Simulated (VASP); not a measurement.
Here is a VASP 6.6.1 calculation.

File INCAR:

```
SYSTEM = Co
PREC = Accurate
ENCUT = 520
EDIFF = 1E-8
ISMEAR = -1
SIGMA = 0.05
LREAL = .FALSE.
LASPH = .TRUE.
NELM = 150
ALGO = Normal
ISIF = 2
LWAVE = .FALSE.
LCHARG = .FALSE.
ISPIN = 2
MAGMOM = 2 2
LORBIT = 11
LMAXMIX = 4
GGA = PE
LEFG = .TRUE.
NBANDS = 20
```

The input KPOINTS:

```
regular mesh
0
G
  17 17 9
  0 0 0
```

The input POSCAR:

```
Co
1.0
    2.4953926987      0.0000000000      0.0000000000
   -1.2476963493      2.1610734695      0.0000000000
    0.0000000000      0.0000000000      4.0317541449
Co
2
Direct
    0.3333333333      0.6666666667      0.2500000000
    0.6666666667      0.3333333333      0.7500000000
```

Potentials or basis: VASP PAW PBE potentials, release 64 (Co).

Run with:

```sh
$ cat potpaw_PBE.64/Co/POTCAR > POTCAR
$ mpirun -np 1 vasp_std > vasp.out
```

(1) Predict the net moment.

(2) What does it give for the pressure?

(3) Predict the site moments.

## Answers

(1) 3.24 μB per cell.

(2) -0.7 GPa.

(3) Co +1.64 μB.

Caveat: without QUAD_EFG the Cq values of the log hold for a quadrupole moment of 1 mb, not for the nuclei.
